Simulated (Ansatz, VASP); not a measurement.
**One calculation of S, two programs**

Contents of INCAR:

```
SYSTEM = S
PREC = Accurate
ENCUT = 520
EDIFF = 1E-6
ISMEAR = 0
SIGMA = 0.15
LREAL = .FALSE.
LASPH = .TRUE.
NELM = 100
ALGO = Normal
ISIF = 2
LWAVE = .FALSE.
LCHARG = .TRUE.
GGA = PS
LELF = .TRUE.
LVHAR = .TRUE.
NBANDS = 9
```

The input KPOINTS:

```
regular mesh
0
G
  22 22 22
  0 0 0
```

POSCAR

```
S
1.0
    0.0000000000      2.1053702275      1.7895646934
    2.1053702275      0.0000000000      1.7895646934
    2.1053702275      2.1053702275      0.0000000000
S
1
Direct
    0.0000000000      0.0000000000      0.0000000000
```

Input for Ansatz:

```yaml
crystal:
  lattice:
    - [0.0, 2.1053702275, 1.7895646934]
    - [2.1053702275, 0.0, 1.7895646934]
    - [2.1053702275, 2.1053702275, 0.0]
  atoms:
    - { symbol: S, position: [0.0, 0.0, 0.0] }
basis:
  ecutwfc: 420
kpoints:
  mp_grid: { grid: [22, 22, 22] }
hamiltonian:
  xc: pbesol
scf:
  occupations: { method: gaussian, width: 0.15 }
output:
  forces: true
  stress: true
  eigenvalues: true
```

Alike in both runs: task single point; functional PBEsol; k mesh 22 × 22 × 22; occupations gaussian, width 0.15 eV; no spin polarisation.

|  | VASP | Ansatz |
| --- | --- | --- |
| version | VASP 6.6.1 | Ansatz 0.2.0 |
| potentials or method | VASP PAW PBE potentials, release 64 (S), cutoff 520 eV | scalar-relativistic, plane waves, PAW |
| valence electrons in the cell | 6 | 6 |

```tsv
	VASP	Ansatz	Ansatz less VASP
gap on the k mesh at the Fermi level (eV)	none	none	-
pressure (GPa)	-5.2	-5.2	-0.05
traceless stress, the component that is largest in VASP (GPa)	-8.02	-8.02	+0.003
```

VASP's potentials were made for PBE, not for PBEsol. A gap of «none» marks a metal or a gap that the smearing closes.
